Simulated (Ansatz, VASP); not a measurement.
# Na in VASP and in Ansatz

INCAR

```
ALGO     = Normal         # electronic algorithm
EDIFF    = 1E-6           # SCF threshold, eV
ENCUT    = 520            # plane-wave cutoff, eV
GGA      = PE             # functional
ISIF     = 2              # what is computed and relaxed
ISMEAR   = 0              # smearing method
LASPH    = True           # aspherical terms in the spheres
LCHARG   = False          # write CHGCAR
LREAL    = False          # projectors in reciprocal space
LWAVE    = False          # write WAVECAR
NBANDS   = 14             # bands
NELM     = 100            # most SCF steps
PREC     = Accurate       # precision mode
SIGMA    = 0.15           # smearing width, eV
```

The input KPOINTS:

```
k-points
0
Gamma
  15 15 8
```

The input POSCAR:

```
Na
1.0
    3.6728259727      0.0000000000      0.0000000000
   -1.8364129863      3.1807605960      0.0000000000
    0.0000000000      0.0000000000      5.8463000000
Na
2
Direct
    0.3333333333      0.6666666667      0.2500000000
    0.6666666667      0.3333333333      0.7500000000
```

Input for Ansatz:

```yaml
crystal:
  lattice:
    - [3.6728259727, 0.0, 0.0]
    - [-1.8364129863, 3.180760596, 0.0]
    - [0.0, 0.0, 5.8463]
  atoms:
    - { symbol: Na, position: [0.3333333333, 0.6666666667, 0.25] }
    - { symbol: Na, position: [0.6666666667, 0.3333333333, 0.75] }
basis:
  ecutwfc: 420
kpoints:
  mp_grid: { grid: [15, 15, 8] }
hamiltonian:
  xc: pbe
scf:
  occupations: { method: gaussian, width: 0.15 }
output:
  forces: true
  stress: true
  eigenvalues: true
```

Change from the starting cell: strain -0.025 along x and y, -0.050 along z, atoms carried along.

Alike in both runs: task single point; functional PBE; k mesh 15 × 15 × 8; occupations gaussian, width 0.15 eV; no spin polarisation.

|  | VASP | Ansatz |
| --- | --- | --- |
| version | VASP 6.6.1 | Ansatz 0.2.0 |
| potentials or method | VASP PAW PBE potentials, release 64 (Na_pv), cutoff 520 eV | scalar-relativistic, plane waves, PAW |
| valence electrons in the cell | 14 | 18 |

```csv
,VASP,Ansatz,Ansatz less VASP
gap on the k mesh at the Fermi level (eV),none,none,-
pressure (GPa),0.7,0.7,+0.01
"traceless stress, the component that is largest in VASP (GPa)",0.15,0.15,0.000
```

A gap of «none» marks a metal or a gap that the smearing closes. VASP's potentials hold 14 valence electrons a cell and Ansatz's 18, so a difference there can come from the potentials and not from the codes.
